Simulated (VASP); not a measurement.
# Au (Fm-3m) in VASP: further runs

Runs on Au. Level: PBEsol. Tasks: single point.

Program: VASP 6.6.1. These are calculated values, not measurements. Logs are shortened: lines on timing, memory, paths and dates and some standing lists are left out, and cuts for length are marked.

## Step 1: The cell of the first run

Symmetry: Fm-3m, No. 225, cubic system. Conventional cell: a = 3.911 Å, b = 3.911 Å, c = 3.911 Å, α = 90.00°, β = 90.00°, γ = 90.00°. Au (site symmetry m-3m) has 12 Au at 2.77 Å within 3.6 Å.

## Step 2: Single point, PBEsol (volume scaled by 0.88)

File INCAR:

```
SYSTEM = Au
PREC = Accurate ; ENCUT = 520
EDIFF = 1E-6 ; ISMEAR = -1
SIGMA = 0.1 ; LREAL = .False.
LASPH = .True. ; NELM = 80
ALGO = Normal ; ISIF = 2
LWAVE = .False. ; LCHARG = .False.
GGA = PS ; NBANDS = 12
```

File KPOINTS:

```
regular mesh
0
Gamma
  22 22 22
  0 0 0
```

File POSCAR:

```
Au
1.0
    0.0000000000      1.9555044112      1.9555044112
    1.9555044112      0.0000000000      1.9555044112
    1.9555044112      1.9555044112      0.0000000000
Au
1
Direct
    0.0000000000      0.0000000000      0.0000000000
```

Potentials or basis: VASP PAW PBE potentials, release 64 (Au).

On the command line:

```bash
$ cat potpaw_PBE.64/Au/POTCAR > POTCAR
$ mpirun -np 1 vasp_std > vasp.out
```

OUTCAR:

```text
SYSTEM = Au
   PREC = Accurate
   ENCUT = 520
   EDIFF = 1E-6
   ISMEAR = -1
   LREAL = .False.
   LASPH = .True.
   NELM = 80
   ISIF = 2
   GGA = PS

 ion  position               nearest neighbor table
   1  0.000  0.000  0.000-

  LATTYP: Found a face centered cubic cell.
 ALAT       =     3.9110088224

  Lattice vectors:

 A1 = (   0.0000000000,   1.9555044112,   1.9555044112)
 A2 = (   1.9555044112,   0.0000000000,   1.9555044112)
 A3 = (   1.9555044112,   1.9555044112,   0.0000000000)

Analysis of symmetry for initial positions (statically):
=====================================================================
 Subroutine PRICEL returns:
 Original cell was already a primitive cell.

 Routine SETGRP: Setting up the symmetry group for a
 face centered cubic supercell.

 Subroutine GETGRP returns: Found 48 space group operations
 (whereof 48 operations were pure point group operations)
 out of a pool of 48 trial point group operations.

The static configuration has the point symmetry O_h .

Analysis of symmetry for dynamics (positions and initial velocities):
=====================================================================
 Subroutine PRICEL returns:
 Original cell was already a primitive cell.

 Routine SETGRP: Setting up the symmetry group for a
 face centered cubic supercell.

 Subroutine GETGRP returns: Found 48 space group operations
 (whereof 48 operations were pure point group operations)
 out of a pool of 48 trial point group operations.

The dynamic configuration has the point symmetry O_h .

 Subroutine INISYM returns: Found 48 space group operations
 (whereof 48 operations are pure point group operations),
 and found     1 'primitive' translations

----------------------------------------------------------------------------------------

                                     Primitive cell

  volume of cell :      14.9557

  direct lattice vectors                    reciprocal lattice vectors
     0.000000000  1.955504411  1.955504411    -0.255688505  0.255688505  0.255688505
     1.955504411  0.000000000  1.955504411     0.255688505 -0.255688505  0.255688505
     1.955504411  1.955504411  0.000000000     0.255688505  0.255688505 -0.255688505

  length of vectors
     2.765500860  2.765500860  2.765500860     0.442865482  0.442865482  0.442865482

  position of ions in fractional coordinates (direct lattice)
     0.000000000  0.000000000  0.000000000

  ion indices of the primitive-cell ions
   primitive index   ion index
                 1           1

[... 79 lines left out ...]
   POTIM  = 0.5000    time-step for ionic-motion
   TEBEG  =    0.0;   TEEND  =   0.0 temperature during run
   PSTRESS=    0.0 pullay stress
   NELECT =      11.0000    total number of electrons
   NUPDOWN=      -1.0000    fix difference up-down
   EMIN   =  10.00;   EMAX   =-10.00  energy-range for DOS
   EFERMI =   0.00;   METHOD = LEGACY
   ISMEAR =    -1;   SIGMA  =   0.10  broadening in eV -4-tet -1-fermi 0-gaus
   EFERMI_NEDOS =   21; number of points for ismear=-14 and -15
   IALGO  =     38    algorithm
   IMIX   =      4    mixing-type and parameters
     AMIX     =   0.40;   BMIX     =  1.00
     AMIX_MAG =   1.60;   BMIX_MAG =  1.00
  volume/ion in A,a.u.               =      14.96       100.93
  Fermi-wavevector in a.u.,A,eV,Ry     =   1.477759  2.792559 29.712015  2.183771
  Thomas-Fermi vector in A             =   2.592124
   LORBIT       =      0    0 simple, 1 ext, 2 COOP (PROOUT), +10 PAW based schemes
   GGA     = PS    functional components
   LHFCALC =     F    Hartree Fock is set to
   AEXX    =    0.0000 exact exchange contribution
   IVDW    =     0    specifies the selected vdW correction
   LEPSILON=     F    determine dielectric tensor
   LRPA    =     F    only Hartree local field effects (RPA)
 non-spin polarized calculation
  energy-cutoff  :      520.00
  volume of cell :       14.96
 maximum number of plane-waves:       415
 NGX is ok and might be reduce to    24
   NGX = 11   NGY = 11   NGZ = 11

 number of electron      10.9999999 magnetization

 Free energy of the ion-electron system (eV)
  ---------------------------------------------------
  ext. energy  EPLUGINS =         0.00000000
  ---------------------------------------------------
  free energy    TOTEN  =        -3.74973240 eV

  energy without entropy =       -3.74135269  energy(sigma->0) =       -3.74554255

 E-fermi :  11.6858     XC(G=0): -13.6698

 val. band max:       11.6372305683   @ k =   0.5000   0.2727   0.1364
 cond. band min:      11.6972631952   @ k =   0.5000   0.2273   0.0909
 fundamental gap:      0.0600326269
 Fermi energy:        11.6857876620

 k-point     1 :       0.0000    0.0000    0.0000
  band No.  band energies     occupation
      1       0.2282      2.00000
      2       6.1684      2.00000
      3       6.1684      2.00000
      4       6.1684      2.00000
      5       8.0895      2.00000
      6       8.0895      2.00000
      7      25.8542      0.00000
      8      30.6094      0.00000
      9      30.6094      0.00000
     10      30.6094      0.00000
     11      35.9236      0.00000
     12      42.2504      0.00000
[... 331 lines left out ...]
 k-point    24 :      -0.4545    0.0455    0.0000
  band No.  band energies     occupation
      1       3.0482      2.00000
      2       6.0799      2.00000
      3       6.1669      2.00000
      4       8.8841      2.00000
      5       9.5154      2.00000
      6      10.5350      1.99998
      7      15.7202      0.00000
      8      25.4653      0.00000
      9      29.3195      0.00000
     10      29.7962      0.00000
     11      38.3445      0.00000
     12      38.6006      0.00000

 [... further k-points ...]

------------------------ aborting loop because EDIFF is reached ----------------------------------------

  FORCE on cell =-STRESS in cart. coord.  units (eV):
  Direction    XX          YY          ZZ          XY          YZ          ZX
  --------------------------------------------------------------------------------------
  -------------------------------------------------------------------------------------
  Total        3.0093783      3.0093783      3.0093783     -0.0000000      0.0000000      0.0000000
  in kB      322.3895657    322.3895657    322.3895657     -0.0000000      0.0000000      0.0000000
  external PRESSURE =     322.3895657 kB  Pullay stress =       0.0000000 kB

 VOLUME and BASIS-vectors are now :
 -----------------------------------------------------------------------------
  energy-cutoff  :      520.00
  volume of cell :       14.96
      direct lattice vectors                 reciprocal lattice vectors
     0.000000000  1.955504411  1.955504411    -0.255688505  0.255688505  0.255688505
     1.955504411  0.000000000  1.955504411     0.255688505 -0.255688505  0.255688505
     1.955504411  1.955504411  0.000000000     0.255688505  0.255688505 -0.255688505

 POSITION                                       TOTAL-FORCE (eV/Angst)
 -----------------------------------------------------------------------------------
      0.00000      0.00000      0.00000         0.000000      0.000000      0.000000
 -----------------------------------------------------------------------------------
    total drift:                               -0.000000      0.000000      0.000000

  FREE ENERGIE OF THE ION-ELECTRON SYSTEM (eV)
  ---------------------------------------------------
  free  energy   TOTEN  =        -3.7497324042 eV

  energy  without entropy=       -3.7413526879  energy(sigma->0) =       -3.74554255
```

stdout:

```text
POSCAR found type information on POSCAR Au
 POSCAR found :  1 types and       1 ions
 scaLAPACK will be used
 -----------------------------------------------------------------------------
|                                                                             |
|                                                                             |
|     You enforced a specific xc type in the INCAR file but a different       |
|     I HOPE YOU KNOW WHAT YOU ARE DOING!                                     |
|                                                                             |
 -----------------------------------------------------------------------------

 LDA part: xc-table for (Slater+PW92), standard interpolation
 POSCAR, INCAR and KPOINTS ok, starting setup
 FFT: planning ... GRIDC
 FFT: planning ... GRID_SOFT
 FFT: planning ... GRID
 WAVECAR not read
 entering main loop
```

Run time: 36 s. Hardware: 1 thread of Intel Xeon 6975P-C (Granite Rapids), shared host; peak memory 0.18 GiB.

Results:

```
Free energy : -3.7497 eV
Pressure    : 32.2 GPa
```

Caveat: the PAW data sets were made with another functional, which shifts forces and pressure a little; spin-orbit coupling is left out, which moves the levels of the heavy elements.

## Step 3: Single point, PBEsol (volume scaled by 0.92)

File INCAR:

```
SYSTEM = Au
  PREC = Accurate
  ENCUT = 520
  EDIFF = 1E-7
  ISMEAR = -1
  SIGMA = 0.1
  LREAL = .FALSE.
  LASPH = .TRUE.
  NELM = 80
  ALGO = Normal
  ISIF = 2
  LWAVE = .FALSE.
  LCHARG = .FALSE.
  GGA = PS
  NBANDS = 12
```

File KPOINTS:

```
Automatic mesh
0
G
  22 22 22
  0 0 0
```

File POSCAR:

```
Au
1.0
    0.0000000000      1.9846953479      1.9846953479
    1.9846953479      0.0000000000      1.9846953479
    1.9846953479      1.9846953479      0.0000000000
Au
1
Direct
    0.0000000000      0.0000000000      0.0000000000
```

Potentials or basis: VASP PAW PBE potentials, release 64 (Au).

On the command line:

```bash
$ cat potpaw_PBE.64/Au/POTCAR > POTCAR
$ mpirun -np 1 vasp_std > vasp.out
```

Run time: 35 s. Hardware: 1 thread of Intel Xeon 6975P-C (Granite Rapids), shared host; peak memory 0.19 GiB.

It converged, with:

* Free energy: -3.8567 eV
* Pressure: 18.5 GPa

Levels at points of the mesh, in eV from the Fermi level:
```
           k point  band 3  band 4  band 5  band 6  band 7  band 8  band 9  band 10
(0.00, 0.00, 0.00)   -5.20   -5.20   -3.42   -3.42   14.32   18.81   18.81    18.81
(0.50, 0.00, 0.00)   -5.25   -2.03   -2.03   -1.47    3.52   13.78   17.70    17.70
(0.50, 0.50, 0.00)   -2.07   -1.65   -1.65    0.68    6.46   10.17   10.17    18.11
```

Caveat: the PAW data sets were made with another functional, which shifts forces and pressure a little; spin-orbit coupling is left out, which moves the levels of the heavy elements.

## Step 4: Single point, PBEsol (volume scaled by 0.96)

File INCAR:

```
SYSTEM = Au
PREC = Accurate ; ENCUT = 520
EDIFF = 1E-6 ; ISMEAR = -1
SIGMA = 0.1 ; LREAL = .False.
LASPH = .True. ; NELM = 80
ALGO = Normal ; ISIF = 2
LWAVE = .False. ; LCHARG = .False.
GGA = PS ; NBANDS = 12
```

File KPOINTS:

```
regular mesh
0
Gamma
  22 22 22
  0 0 0
```

File POSCAR:

```
Au
1.0
    0.0000000000      2.0130519697      2.0130519697
    2.0130519697      0.0000000000      2.0130519697
    2.0130519697      2.0130519697      0.0000000000
Au
1
Direct
    0.0000000000      0.0000000000      0.0000000000
```

On the command line:

```bash
$ cat potpaw_PBE.64/Au/POTCAR > POTCAR
$ mpirun -np 1 vasp_std > vasp.out
```

Wall time 31 s (1 thread of Intel Xeon 6975P-C (Granite Rapids), shared host); peak memory 0.19 GiB.

The run converged. Its results:

- Free energy: -3.9124 eV
- Pressure: 8.0 GPa

Levels at points of the mesh, in eV from the Fermi level:
| k point | band 4 | band 5 | band 6 | band 7 | band 8 | band 9 |
| --- | --- | --- | --- | --- | --- | --- |
| (0.00, 0.00, 0.00) | -4.93 | -3.28 | -3.28 | 14.43 | 18.67 | 18.67 |
| (0.50, 0.00, 0.00) | -1.98 | -1.98 | -1.24 | 3.29 | 13.88 | 17.41 |
| (0.50, 0.50, 0.00) | -1.63 | -1.63 | 0.83 | 6.10 | 10.07 | 10.07 |

Caveat: the PAW data sets were made with another functional, which shifts forces and pressure a little; spin-orbit coupling is left out, which moves the levels of the heavy elements.

## Step 5: The runs side by side

```tsv
cell	gap on the mesh (eV)	pressure (GPa)
a = 2.766 Å, angles 60.0°, 1 atom	none	32.2
a = 2.807 Å, angles 60.0°, 1 atom	none	18.5
a = 2.847 Å, angles 60.0°, 1 atom	none	8.0
```

Alike in all rows: task single point; level PBEsol; potentials or basis VASP PAW PBE potentials, release 64 (Au); no spin polarisation; k mesh 22 × 22 × 22; cutoff (eV) 520; smearing fermi-dirac 0.1 eV.

Caveats: the PAW data sets were made with another functional, which shifts forces and pressure a little; spin-orbit coupling is left out, which moves the levels of the heavy elements.

Total energies depend on the potentials used, so only differences within one code and one set of settings carry meaning.
